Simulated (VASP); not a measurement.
# Cr (Im-3m) in VASP: single point with PBE

Aim: the single point of Cr with PBE.

All numbers are computed with VASP 6.6.1; they aren't measurements. Logs are shortened: lines on timing, memory, paths and dates and some standing lists are left out, and cuts for length are marked.

## 1. The cell of the first run

The structure is cubic, space group Im-3m (No. 229). Conventional cell: a = 2.969 Å, b = 2.969 Å, c = 2.969 Å, α = 90.00°, β = 90.00°, γ = 90.00°. Cr (site symmetry m-3m) has 14 Cr at 2.57 to 2.97 Å within 3.4 Å.

## 2. Single point, PBE

POSCAR reads:

```
Cr
1.0
    2.9688993551      0.0000000000      0.0000000000
    0.0000000000      2.9688993551      0.0000000000
    0.0000000000      0.0000000000      2.9688993551
Cr
2
Direct
    0.0000000000      0.0000000000      0.0000000000
    0.5000000000      0.5000000000      0.5000000000
```

INCAR.step1 reads:

```
SYSTEM = Cr
PREC = Accurate
ENCUT = 520
EDIFF = 1E-7
ISMEAR = -1
SIGMA = 0.05
LREAL = .FALSE.
LASPH = .TRUE.
NELM = 80
ALGO = Normal
ISIF = 2
LWAVE = .FALSE.
LCHARG = .TRUE.
LMAXMIX = 4
GGA = PE
NBANDS = 19
```

KPOINTS.step1 reads:

```
regular mesh
0
G
  11 11 11
  0 0 0
```

INCAR.step2 reads:

```
SYSTEM = Cr
PREC = Accurate
ENCUT = 520
EDIFF = 1E-7
ISMEAR = -5
SIGMA = 0.05
LREAL = .FALSE.
LASPH = .TRUE.
NELM = 80
ALGO = Normal
ISIF = 2
LWAVE = .FALSE.
LCHARG = .FALSE.
LMAXMIX = 4
GGA = PE
LORBIT = 11
NBANDS = 19
NEDOS = 1001
ICHARG = 11
```

KPOINTS.step2 reads:

```
regular mesh
0
G
  17 17 17
  0 0 0
```

Potentials or basis: VASP PAW PBE potentials, release 64 (Cr_pv).

On the command line:

```sh
cat potpaw_PBE.64/Cr_pv/POTCAR > POTCAR
cp INCAR.step1 INCAR
cp KPOINTS.step1 KPOINTS
mpirun -np 1 vasp_std > vasp.out
cp INCAR.step2 INCAR
cp KPOINTS.step2 KPOINTS
mpirun -np 1 vasp_std > vasp.out
```

OUTCAR:

```text
SYSTEM = Cr
   PREC = Accurate
   ENCUT = 520
   EDIFF = 1E-7
   ISMEAR = -5
   LREAL = .FALSE.
   LASPH = .TRUE.
   NELM = 80
   ISIF = 2
   GGA = PE
   LORBIT = 11
   ICHARG = 11

 ion  position               nearest neighbor table
   1  0.000  0.000  0.000-   2 2.57   2 2.57   2 2.57   2 2.57   2 2.57   2 2.57   2 2.57   2 2.57

   2  0.500  0.500  0.500-   1 2.57   1 2.57   1 2.57   1 2.57   1 2.57   1 2.57   1 2.57   1 2.57

  LATTYP: Found a simple cubic cell.
 ALAT       =     2.9688993551

  Lattice vectors:

 A1 = (   2.9688993551,   0.0000000000,   0.0000000000)
 A2 = (   0.0000000000,   2.9688993551,   0.0000000000)
 A3 = (   0.0000000000,   0.0000000000,   2.9688993551)

Analysis of symmetry for initial positions (statically):
=====================================================================
 Subroutine PRICEL returns following result:

  LATTYP: Found a body centered cubic cell.
 ALAT       =     2.9688993551

  Lattice vectors:

 A1 = (   1.4844496776,   1.4844496776,  -1.4844496775)
 A2 = (  -1.4844496776,   1.4844496775,   1.4844496775)
 A3 = (   1.4844496776,  -1.4844496775,   1.4844496776)

   2 primitive cells build up your supercell.

 Routine SETGRP: Setting up the symmetry group for a
 simple cubic supercell.

 Subroutine GETGRP returns: Found 48 space group operations
 (whereof 48 operations were pure point group operations)
 out of a pool of 48 trial point group operations.

The static configuration has the point symmetry O_h .

Analysis of symmetry for dynamics (positions and initial velocities):
=====================================================================
 Subroutine PRICEL returns following result:

  LATTYP: Found a body centered cubic cell.
 ALAT       =     2.9688993551

  Lattice vectors:

 A1 = (   1.4844496776,   1.4844496776,  -1.4844496775)
 A2 = (  -1.4844496776,   1.4844496775,   1.4844496775)
 A3 = (   1.4844496776,  -1.4844496775,   1.4844496776)

   2 primitive cells build up your supercell.

 Routine SETGRP: Setting up the symmetry group for a
 simple cubic supercell.

 Subroutine GETGRP returns: Found 48 space group operations
 (whereof 48 operations were pure point group operations)
 out of a pool of 48 trial point group operations.

The dynamic configuration has the point symmetry O_h .

 Subroutine INISYM returns: Found 48 space group operations
 (whereof 48 operations are pure point group operations),
 and found     2 'primitive' translations

----------------------------------------------------------------------------------------

                                     Primitive cell

  volume of cell :      13.0845

  direct lattice vectors                    reciprocal lattice vectors
     1.484449678  1.484449678 -1.484449678     0.336825160  0.336825160  0.000000000
    -1.484449678  1.484449678  1.484449678    -0.000000000  0.336825160  0.336825160
     1.484449678 -1.484449678  1.484449678     0.336825160  0.000000000  0.336825160

  length of vectors
     2.571142263  2.571142263  2.571142263     0.476342709  0.476342709  0.476342709

  position of ions in fractional coordinates (direct lattice)
     0.000000000  0.000000000  0.000000000

  ion indices of the primitive-cell ions
   primitive index   ion index
                 1           1

----------------------------------------------------------------------------------------

 KPOINTS: regular mesh

Automatic generation of k-mesh.
 Grid dimensions read from file:
 generate k-points for:   17   17   17

 Generating k-lattice:

  Cartesian coordinates                     Fractional coordinates (reciprocal lattice)
     0.019813245  0.000000000  0.000000000     0.058823529  0.000000000  0.000000000
     0.000000000  0.019813245  0.000000000     0.000000000  0.058823529  0.000000000
     0.000000000  0.000000000  0.019813245     0.000000000  0.000000000  0.058823529

  Length of vectors
     0.019813245  0.019813245  0.019813245

  Shift w.r.t. Gamma in fractional coordinates (k-lattice)
     0.000000000  0.000000000  0.000000000

 TETIRR: Found   2433 inequivalent tetrahedra from    29478

 Subroutine IBZKPT returns following result:
 ===========================================

 Found    165 irreducible k-points:

 Following reciprocal coordinates:
            Coordinates               Weight
  0.000000  0.000000  0.000000      1.000000
  0.058824  0.000000  0.000000      6.000000
  0.117647  0.000000  0.000000      6.000000
  0.176471  0.000000  0.000000      6.000000
  0.235294  0.000000  0.000000      6.000000
  0.294118  0.000000  0.000000      6.000000
[... 16 lines left out ...]
  0.411765  0.117647  0.000000     24.000000
  0.470588  0.117647  0.000000     24.000000
 [... further k-points ...]
   k-points           NKPTS =    165   k-points in BZ     NKDIM =    165   number of bands    NBANDS=     19
   number of dos      NEDOS =   1001   number of ions     NIONS =      2
   total plane-waves  NPLWV =  13824
   dimension x,y,z NGX =    24 NGY =   24 NGZ =   24
   dimension x,y,z NGXF=    48 NGYF=   48 NGZF=   48
   ions per type =               2
   NGX,Y,Z   is equivalent  to a cutoff of  13.44, 13.44, 13.44 a.u.
   NGXF,Y,Z  is equivalent  to a cutoff of  26.88, 26.88, 26.88 a.u.
 SYSTEM =  Cr
   PREC   = accura    normal or accurate (medium, high low for compatibility)
   ISTART =      0    job   : 0-new  1-cont  2-samecut
   ICHARG =     11    charge: 1-file 2-atom 10-const
   ISPIN  =      1    spin polarized calculation?
   LNONCOLLINEAR =      F non collinear calculations
   LSORBIT =      F    spin-orbit coupling
   LASPH  =      T    aspherical Exc in radial PAW
   ENCUT  =  520.0 eV  38.22 Ry    6.18 a.u.   5.52  5.52  5.52*2*pi/ulx,y,z
   NELM   =     80;   NELMIN=  2; NELMDL=  0     # of ELM steps
   EDIFF  = 0.1E-06   stopping-criterion for ELM
   LREAL  =      F    real-space projection
   EDIFFG = 0.1E-05   stopping-criterion for IOM
   NSW    =      0    number of steps for IOM
   IBRION =     -1    ionic relax: 0-MD 1-quasi-New 2-CG
   NFREE  =      0    steps in history (QN), initial steepest desc. (CG)
   ISIF   =      2    stress and relaxation
   ISYM   =      2    0-nonsym 1-usesym 2-fastsym
   POTIM  = 0.5000    time-step for ionic-motion
   TEBEG  =    0.0;   TEEND  =   0.0 temperature during run
   PSTRESS=    0.0 pullay stress
   NELECT =      24.0000    total number of electrons
   NUPDOWN=      -1.0000    fix difference up-down
   EMIN   =  10.00;   EMAX   =-10.00  energy-range for DOS
   EFERMI =   0.00;   METHOD = LEGACY
   ISMEAR =    -5;   SIGMA  =   0.05  broadening in eV -4-tet -1-fermi 0-gaus
   EFERMI_NEDOS =   21; number of points for ismear=-14 and -15
   IALGO  =     38    algorithm
   IMIX   =      4    mixing-type and parameters
     AMIX     =   0.40;   BMIX     =  1.00
     AMIX_MAG =   1.60;   BMIX_MAG =  1.00
  volume/ion in A,a.u.               =      13.08        88.30
  Fermi-wavevector in a.u.,A,eV,Ry     =   1.590559  3.005721 34.421077  2.529878
  Thomas-Fermi vector in A             =   2.689235
   LORBIT       =     11    0 simple, 1 ext, 2 COOP (PROOUT), +10 PAW based schemes
   GGA     = PE    functional components
   LHFCALC =     F    Hartree Fock is set to
   AEXX    =    0.0000 exact exchange contribution
   IVDW    =     0    specifies the selected vdW correction
   LEPSILON=     F    determine dielectric tensor
   LRPA    =     F    only Hartree local field effects (RPA)
 non-spin polarized calculation
 Fermi weights with tetrahedron method with Bloechl corrections
  energy-cutoff  :      520.00
  volume of cell :       26.17
 maximum number of plane-waves:       739
 NGX is ok and might be reduce to    24

 number of electron      24.0000016 magnetization

 Free energy of the ion-electron system (eV)
  ---------------------------------------------------
  ext. energy  EPLUGINS =         0.00000000
  ---------------------------------------------------
  free energy    TOTEN  =       -18.76150005 eV

  energy without entropy =      -18.76150005  energy(sigma->0) =      -18.76150005

 E-fermi :   9.2753     XC(G=0): -12.9648

 val. band max:        9.3603236777   @ k =   0.4118   0.4118   0.0000
 cond. band min:       9.2550625917   @ k =   0.3529   0.0000   0.0000
 fundamental gap:     -0.1052610860
 Fermi energy:         9.2752734708

 k-point     1 :       0.0000    0.0000    0.0000
  band No.  band energies     occupation
      1     -34.0107      2.00000
      2     -34.0107      2.00000
      3     -34.0107      2.00000
      4     -33.5820      2.00000
      5     -33.5820      2.00000
      6     -33.5820      2.00000
[... 11 lines left out ...]
     18      16.3414      0.00000
     19      16.3457      0.00000

 k-point     2 :       0.0588    0.0000    0.0000
  band No.  band energies     occupation
      1     -34.0107      2.00000
      2     -34.0069      2.00000
      3     -34.0069      2.00000
      4     -33.5894      2.00000
      5     -33.5854      2.00000
      6     -33.5854      2.00000
[... 11 lines left out ...]
     18      16.3410      0.00000
     19      16.3456      0.00000

 k-point     3 :       0.1176    0.0000    0.0000
  band No.  band energies     occupation
      1     -34.0101      2.00000
      2     -33.9954      2.00000
      3     -33.9954      2.00000
      4     -33.6109      2.00000
      5     -33.5955      2.00000
      6     -33.5955      2.00000
[... 11 lines left out ...]
     18      16.3392      0.00000
     19      16.3456      0.00000

 k-point     4 :       0.1765    0.0000    0.0000
  band No.  band energies     occupation
      1     -34.0080      2.00000
      2     -33.9768      2.00000
      3     -33.9768      2.00000
      4     -33.6447      2.00000
      5     -33.6122      2.00000
      6     -33.6122      2.00000
[... 407 lines left out ...]
     18      13.2395      0.00000
     19      16.3446      0.00000

 k-point    23 :       0.4118    0.1176    0.0000
  band No.  band energies     occupation
      1     -34.0181      2.00000
      2     -33.9107      2.00000
      3     -33.8437      2.00000
      4     -33.7883      2.00000
      5     -33.7342      2.00000
      6     -33.6779      2.00000
[... 11 lines left out ...]
     18      12.3469      0.00000
     19      16.3444      0.00000

 k-point    24 :       0.4706    0.1176    0.0000
  band No.  band energies     occupation
      1     -33.9907      2.00000
      2     -33.9545      2.00000
      3     -33.8069      2.00000
      4     -33.7700      2.00000
      5     -33.7500      2.00000
      6     -33.7128      2.00000
[... 11 lines left out ...]
     18      11.6678      0.00000
     19      16.3445      0.00000

 [... further k-points ...]
[... 5 lines left out ...]
  --------------------------------------------------------------------------------------
  -------------------------------------------------------------------------------------
  Total       -4.5449496     -4.5449496     -4.5449496      0.0000000      0.0000000     -0.0000000
  in kB     -278.2615704   -278.2615704   -278.2615704      0.0000000      0.0000000     -0.0000000
  external PRESSURE =    -278.2615704 kB  Pullay stress =       0.0000000 kB

 VOLUME and BASIS-vectors are now :
 -----------------------------------------------------------------------------
  energy-cutoff  :      520.00
  volume of cell :       26.17
      direct lattice vectors                 reciprocal lattice vectors
     2.968899355  0.000000000  0.000000000     0.336825160  0.000000000  0.000000000
     0.000000000  2.968899355  0.000000000     0.000000000  0.336825160  0.000000000
     0.000000000  0.000000000  2.968899355     0.000000000  0.000000000  0.336825160

 POSITION                                       TOTAL-FORCE (eV/Angst)
 -----------------------------------------------------------------------------------
      0.00000      0.00000      0.00000        -0.000000     -0.000000     -0.000000
      1.48445      1.48445      1.48445         0.000000      0.000000      0.000000
 -----------------------------------------------------------------------------------
    total drift:                                0.000000      0.000000     -0.000000

  FREE ENERGIE OF THE ION-ELECTRON SYSTEM (eV)
  ---------------------------------------------------
  free  energy   TOTEN  =       -18.7615000470 eV

  energy  without entropy=      -18.7615000470  energy(sigma->0) =      -18.76150005

 total charge

# of ion       s       p       d       tot
------------------------------------------
    1        0.397   6.333   4.081  10.811
    2        0.397   6.333   4.081  10.811
--------------------------------------------------
tot          0.794  12.667   8.161  21.622
```

Wall time 44 s (1 thread of Intel Xeon Platinum 8259CL at 2.50GHz (Skylake/Cascade Lake), shared host); peak memory 0.18 GiB.

What came out:

* Valence electrons inside the program's atomic spheres: Cr 10.81

Levels at points of the mesh, in eV from the Fermi level:
| k point | band 9 | band 10 | band 11 | band 12 | band 13 | band 14 | band 15 | band 16 |
| --- | --- | --- | --- | --- | --- | --- | --- | --- |
| (0.00, 0.00, 0.00) | -3.58 | -0.75 | -0.75 | -0.75 | 1.00 | 1.00 | 2.06 | 2.06 |

Caveat: the run has no spin polarisation, though such a crystal can be magnetic; tetrahedron occupations give inexact forces and stress in metals.
